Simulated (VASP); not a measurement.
# Pd (Im-3m) in VASP: further runs

Aim: see how the results for Pd move with the level of theory and the settings. Levels: r2SCAN, PBE. Tasks: single point.

Everything below comes from runs of VASP 6.6.1. Logs are shortened: lines on timing, memory, paths and dates and some standing lists are left out, and cuts for length are marked.

### 1 The cell of the first run

It takes space group Im-3m (No. 229, cubic). Conventional cell: a = 3.105 Å, b = 3.105 Å, c = 3.105 Å, α = 90.00°, β = 90.00°, γ = 90.00°. Within 3.5 Å of Pd (site symmetry m-3m) lie 14 Pd at 2.69 to 3.11 Å.

### 2 Single point, r2SCAN

POSCAR

```
Pd
1.0
   -1.5525213405      1.5525213405      1.5525213405
    1.5525213405     -1.5525213405      1.5525213405
    1.5525213405      1.5525213405     -1.5525213405
Pd
1
Direct
    0.0000000000      0.0000000000      0.0000000000
```

INCAR.step1

```
SYSTEM = Pd
ALGO     = Normal         ! electronic algorithm
EDIFF    = 1E-4           ! SCF threshold, eV
ENCUT    = 520            ! plane-wave cutoff, eV
GGA      = PE             ! functional
ISMEAR   = 0              ! smearing method
LASPH    = .TRUE.         ! aspherical terms in the spheres
LCHARG   = .FALSE.        ! write CHGCAR
LREAL    = .FALSE.        ! projectors in reciprocal space
LWAVE    = .TRUE.         ! write WAVECAR
NBANDS   = 11             ! bands
NELM     = 100            ! most SCF steps
PREC     = Accurate       ! precision mode
SIGMA    = 0.05           ! smearing width, eV
```

INCAR.step2

```
SYSTEM = Pd
ALGO     = Normal         ! electronic algorithm
EDIFF    = 1E-6           ! SCF threshold, eV
ENCUT    = 520            ! plane-wave cutoff, eV
ISIF     = 2              ! what is computed and relaxed
ISMEAR   = 0              ! smearing method
ISTART   = 1            
LASPH    = .TRUE.         ! aspherical terms in the spheres
LCHARG   = .TRUE.         ! write CHGCAR
LELF     = .TRUE.         ! ELF
LMIXTAU  = .TRUE.       
LREAL    = .FALSE.        ! projectors in reciprocal space
LVHAR    = .TRUE.       
LWAVE    = .FALSE.        ! write WAVECAR
METAGGA  = R2SCAN         ! meta-GGA
NBANDS   = 11             ! bands
NELM     = 100            ! most SCF steps
PREC     = Accurate       ! precision mode
SIGMA    = 0.05           ! smearing width, eV
```

KPOINTS

```
k-points
0
G
  18 18 18
  0 0 0
```

Potentials or basis: VASP PAW PBE potentials, release 64 (Pd).

Run with:

```
> cat potpaw_PBE.64/Pd/POTCAR > POTCAR
> cp INCAR.step1 INCAR
> mpirun -np 1 vasp_std > vasp.out
> cp INCAR.step2 INCAR
> mpirun -np 1 vasp_std > vasp.out
```

OUTCAR:

```text
SYSTEM = Pd
   EDIFF = 1E-6
   ENCUT = 520
   ISIF = 2
   ISMEAR = 0
   ISTART = 1
   LASPH = .TRUE.
   LREAL = .FALSE.
   METAGGA = R2SCAN
   NELM = 100
   PREC = Accurate

 ion  position               nearest neighbor table
   1  0.000  0.000  0.000-

  LATTYP: Found a body centered cubic cell.
 ALAT       =     3.1050426810

  Lattice vectors:

 A1 = (  -1.5525213405,   1.5525213405,   1.5525213405)
 A2 = (   1.5525213405,  -1.5525213405,   1.5525213405)
 A3 = (   1.5525213405,   1.5525213405,  -1.5525213405)

Analysis of symmetry for initial positions (statically):
=====================================================================
 Subroutine PRICEL returns:
 Original cell was already a primitive cell.

 Routine SETGRP: Setting up the symmetry group for a
 body centered cubic supercell.

 Subroutine GETGRP returns: Found 48 space group operations
 (whereof 48 operations were pure point group operations)
 out of a pool of 48 trial point group operations.

The static configuration has the point symmetry O_h .

Analysis of symmetry for dynamics (positions and initial velocities):
=====================================================================
 Subroutine PRICEL returns:
 Original cell was already a primitive cell.

 Routine SETGRP: Setting up the symmetry group for a
 body centered cubic supercell.

 Subroutine GETGRP returns: Found 48 space group operations
 (whereof 48 operations were pure point group operations)
 out of a pool of 48 trial point group operations.

The dynamic configuration has the point symmetry O_h .

 Subroutine INISYM returns: Found 48 space group operations
 (whereof 48 operations are pure point group operations),
 and found     1 'primitive' translations

----------------------------------------------------------------------------------------

                                     Primitive cell

  volume of cell :      14.9683

  direct lattice vectors                    reciprocal lattice vectors
    -1.552521341  1.552521341  1.552521341     0.000000000  0.322056765  0.322056765
     1.552521341 -1.552521341  1.552521341     0.322056765  0.000000000  0.322056765
     1.552521341  1.552521341 -1.552521341     0.322056765  0.322056765  0.000000000

  length of vectors
     2.689045842  2.689045842  2.689045842     0.455457044  0.455457044  0.455457044

  position of ions in fractional coordinates (direct lattice)
     0.000000000  0.000000000  0.000000000

  ion indices of the primitive-cell ions
   primitive index   ion index
                 1           1

----------------------------------------------------------------------------------------

 KPOINTS: k-points

Automatic generation of k-mesh.
 Grid dimensions read from file:
 generate k-points for:   18   18   18

 Generating k-lattice:

  Cartesian coordinates                     Fractional coordinates (reciprocal lattice)
     0.000000000  0.017892042  0.017892042     0.055555556  0.000000000  0.000000000
     0.017892042  0.000000000  0.017892042     0.000000000  0.055555556  0.000000000
     0.017892042  0.017892042  0.000000000     0.000000000  0.000000000  0.055555556

  Length of vectors
     0.025303169  0.025303169  0.025303169

  Shift w.r.t. Gamma in fractional coordinates (k-lattice)
     0.000000000  0.000000000  0.000000000

 Subroutine IBZKPT returns following result:
 ===========================================

 Found    195 irreducible k-points:

 Following reciprocal coordinates:
            Coordinates               Weight
  0.000000  0.000000  0.000000      1.000000
  0.055556  0.000000  0.000000     12.000000
  0.111111  0.000000  0.000000     12.000000
  0.166667  0.000000  0.000000     12.000000
  0.222222  0.000000  0.000000     12.000000
  0.277778  0.000000  0.000000     12.000000
[... 16 lines left out ...]
  0.333333  0.111111 -0.000000     48.000000
  0.388889  0.111111 -0.000000     48.000000
 [... further k-points ...]
   k-points           NKPTS =    195   k-points in BZ     NKDIM =    195   number of bands    NBANDS=     11
   number of dos      NEDOS =    301   number of ions     NIONS =      1
   total plane-waves  NPLWV =   8000
   dimension x,y,z NGX =    20 NGY =   20 NGZ =   20
   dimension x,y,z NGXF=    40 NGYF=   40 NGZF=   40
   ions per type =               1
   NGX,Y,Z   is equivalent  to a cutoff of  12.36, 12.36, 12.36 a.u.
   NGXF,Y,Z  is equivalent  to a cutoff of  24.73, 24.73, 24.73 a.u.
 SYSTEM =  Pd
   PREC   = accura    normal or accurate (medium, high low for compatibility)
   ISTART =      1    job   : 0-new  1-cont  2-samecut
   ICHARG =      0    charge: 1-file 2-atom 10-const
   ISPIN  =      1    spin polarized calculation?
   LNONCOLLINEAR =      F non collinear calculations
   LSORBIT =      F    spin-orbit coupling
   LASPH  =      T    aspherical Exc in radial PAW
   ENCUT  =  520.0 eV  38.22 Ry    6.18 a.u.   5.00  5.00  5.00*2*pi/ulx,y,z
   NELM   =    100;   NELMIN=  2; NELMDL=  0     # of ELM steps
   EDIFF  = 0.1E-05   stopping-criterion for ELM
   LREAL  =      F    real-space projection
   EDIFFG = 0.1E-04   stopping-criterion for IOM
   NSW    =      0    number of steps for IOM
   IBRION =     -1    ionic relax: 0-MD 1-quasi-New 2-CG
   NFREE  =      0    steps in history (QN), initial steepest desc. (CG)
   ISIF   =      2    stress and relaxation
   ISYM   =      2    0-nonsym 1-usesym 2-fastsym
   POTIM  = 0.5000    time-step for ionic-motion
   TEBEG  =    0.0;   TEEND  =   0.0 temperature during run
   PSTRESS=    0.0 pullay stress
   NELECT =      10.0000    total number of electrons
   NUPDOWN=      -1.0000    fix difference up-down
   EMIN   =  10.00;   EMAX   =-10.00  energy-range for DOS
   EFERMI =   0.00;   METHOD = LEGACY
   ISMEAR =     0;   SIGMA  =   0.05  broadening in eV -4-tet -1-fermi 0-gaus
   EFERMI_NEDOS =   21; number of points for ismear=-14 and -15
   IALGO  =     38    algorithm
   IMIX   =      4    mixing-type and parameters
     AMIX     =   0.40;   BMIX     =  1.00
     AMIX_MAG =   1.60;   BMIX_MAG =  1.00
  volume/ion in A,a.u.               =      14.97       101.01
  Fermi-wavevector in a.u.,A,eV,Ry     =   1.431146  2.704474 27.867163  2.048179
  Thomas-Fermi vector in A             =   2.550914
   LORBIT       =      0    0 simple, 1 ext, 2 COOP (PROOUT), +10 PAW based schemes
   METAGGA = R2SCAN    functional components
   LHFCALC =     F    Hartree Fock is set to
   AEXX    =    0.0000 exact exchange contribution
   IVDW    =     0    specifies the selected vdW correction
   LEPSILON=     F    determine dielectric tensor
   LRPA    =     F    only Hartree local field effects (RPA)
 non-spin polarized calculation
 Gauss-broadening in eV      SIGMA  =   0.05
  energy-cutoff  :      520.00
  volume of cell :       14.97
 maximum number of plane-waves:       418
   NGX =  9   NGY =  9   NGZ =  9

 number of electron      10.0000003 magnetization

 Free energy of the ion-electron system (eV)
  ---------------------------------------------------
  ext. energy  EPLUGINS =         0.00000000
  ---------------------------------------------------
  free energy    TOTEN  =       -22.90804498 eV

  energy without entropy =      -22.90623677  energy(sigma->0) =      -22.90714088

 E-fermi :   9.3868     XC(G=0): -14.0093

 val. band max:        9.3863981666   @ k =   0.5000   0.5000   0.4444
 cond. band min:       9.3893577284   @ k =  -0.3889   0.3889   0.1111
 fundamental gap:      0.0029595618
 Fermi energy:         9.3868291708

 k-point     1 :       0.0000    0.0000    0.0000
  band No.  band energies     occupation
      1       2.3121      2.00000
      2       6.3847      2.00000
      3       6.3847      2.00000
      4       6.3847      2.00000
      5       8.3454      2.00000
      6       8.3454      2.00000
      7      29.6989      0.00000
      8      29.6989      0.00000
      9      29.6989      0.00000
     10      32.0019      0.00000
     11      38.3433      0.00000

 k-point     2 :       0.0556    0.0000    0.0000
  band No.  band energies     occupation
      1       2.4338      2.00000
      2       6.3440      2.00000
      3       6.3871      2.00000
      4       6.4709      2.00000
      5       8.2972      2.00000
      6       8.3483      2.00000
      7      29.6205      0.00000
      8      29.7180      0.00000
      9      29.8425      0.00000
     10      31.9988      0.00000
     11      37.0608      0.00000

 k-point     3 :       0.1111    0.0000    0.0000
  band No.  band energies     occupation
      1       2.7851      2.00000
      2       6.2283      2.00000
      3       6.3919      2.00000
      4       6.7244      2.00000
      5       8.1810      2.00000
      6       8.3581      2.00000
      7      29.2441      0.00000
      8      29.6729      0.00000
      9      30.2578      0.00000
     10      31.9884      0.00000
     11      35.7336      0.00000

 k-point     4 :       0.1667    0.0000    0.0000
  band No.  band energies     occupation
      1       3.3126      2.00000
      2       6.0559      2.00000
      3       6.4120      2.00000
      4       7.1295      2.00000
      5       8.0665      2.00000
      6       8.3771      2.00000
      7      28.2442      0.00000
      8      29.3030      0.00000
      9      30.8996      0.00000
     10      31.9742      0.00000
     11      35.1747      0.00000

 k-point     5 :       0.2222    0.0000    0.0000
  band No.  band energies     occupation
      1       3.8774      2.00000
      2       5.8515      2.00000
      3       6.5505      2.00000
      4       7.6580      2.00000
      5       8.0194      2.00000
      6       8.4070      2.00000
      7      26.5308      0.00000
      8      28.5109      0.00000
      9      31.6946      0.00000
     10      31.9665      0.00000
     11      33.9179      0.00000
[... 211 lines left out ...]
 k-point    21 :       0.2222    0.1111   -0.0000
  band No.  band energies     occupation
      1       4.5241      2.00000
      2       5.7074      2.00000
      3       6.4762      2.00000
      4       7.9364      2.00000
      5       8.5215      2.00000
      6       8.9828      2.00000
      7      24.5483      0.00000
      8      26.7197      0.00000
      9      30.0772      0.00000
     10      32.0168      0.00000
     11      32.3743      0.00000

 k-point    22 :       0.2778    0.1111   -0.0000
  band No.  band energies     occupation
      1       4.5537      2.00000
      2       5.5214      2.00000
      3       7.0841      2.00000
      4       8.0526      2.00000
      5       8.6362      2.00000
      6       9.8960      0.00000
      7      22.3009      0.00000
      8      25.8979      0.00000
      9      28.8863      0.00000
     10      32.0163      0.00000
     11      33.1336      0.00000

 k-point    23 :       0.3333    0.1111   -0.0000
  band No.  band energies     occupation
      1       4.4409      2.00000
      2       5.3807      2.00000
      3       7.6444      2.00000
      4       8.2018      2.00000
      5       8.8272      2.00000
      6      10.9658      0.00000
      7      20.1626      0.00000
      8      25.2298      0.00000
      9      27.9198      0.00000
     10      32.0100      0.00000
     11      33.8297      0.00000

 k-point    24 :       0.3889    0.1111   -0.0000
  band No.  band energies     occupation
      1       4.3332      2.00000
      2       5.2934      2.00000
      3       7.9471      2.00000
      4       8.2627      2.00000
      5       9.1253      2.00000
      6      12.0518      0.00000
      7      18.3975      0.00000
      8      24.7886      0.00000
      9      27.2847      0.00000
     10      32.0067      0.00000
     11      34.3372      0.00000

 [... further k-points ...]

------------------------ aborting loop because EDIFF is reached ----------------------------------------

  FORCE on cell =-STRESS in cart. coord.  units (eV):
  Direction    XX          YY          ZZ          XY          YZ          ZX
  --------------------------------------------------------------------------------------
  -------------------------------------------------------------------------------------
  Total        0.1203111      0.1203111      0.1203111      0.0000000     -0.0000000      0.0000000
  in kB       12.8778585     12.8778585     12.8778585      0.0000000     -0.0000000      0.0000000
  external PRESSURE =      12.8778585 kB  Pullay stress =       0.0000000 kB

 VOLUME and BASIS-vectors are now :
 -----------------------------------------------------------------------------
  energy-cutoff  :      520.00
  volume of cell :       14.97
      direct lattice vectors                 reciprocal lattice vectors
    -1.552521341  1.552521341  1.552521341     0.000000000  0.322056765  0.322056765
     1.552521341 -1.552521341  1.552521341     0.322056765  0.000000000  0.322056765
     1.552521341  1.552521341 -1.552521341     0.322056765  0.322056765  0.000000000

 POSITION                                       TOTAL-FORCE (eV/Angst)
 -----------------------------------------------------------------------------------
      0.00000      0.00000      0.00000         0.000000      0.000000     -0.000000
 -----------------------------------------------------------------------------------
    total drift:                                0.000000     -0.000000      0.000000

  FREE ENERGIE OF THE ION-ELECTRON SYSTEM (eV)
  ---------------------------------------------------
  free  energy   TOTEN  =       -22.9080449766 eV

  energy  without entropy=      -22.9062367737  energy(sigma->0) =      -22.90714088
```

Wall time 2.1 min (1 thread of AMD EPYC 7R43 (Zen 3), shared host); peak memory 0.11 GiB.

What came out:

| Quantity | Value |
| --- | --- |
| Free energy | -22.9080 eV |
| Pressure | 1.3 GPa |
| Band gap on the k mesh | zero (band 5 reaches 9.99 eV, above the bottom of band 6 at 8.25 eV) |

Caveat: the PAW data sets were made with another functional, which shifts forces and pressure a little.

[end of part 1 of 2]
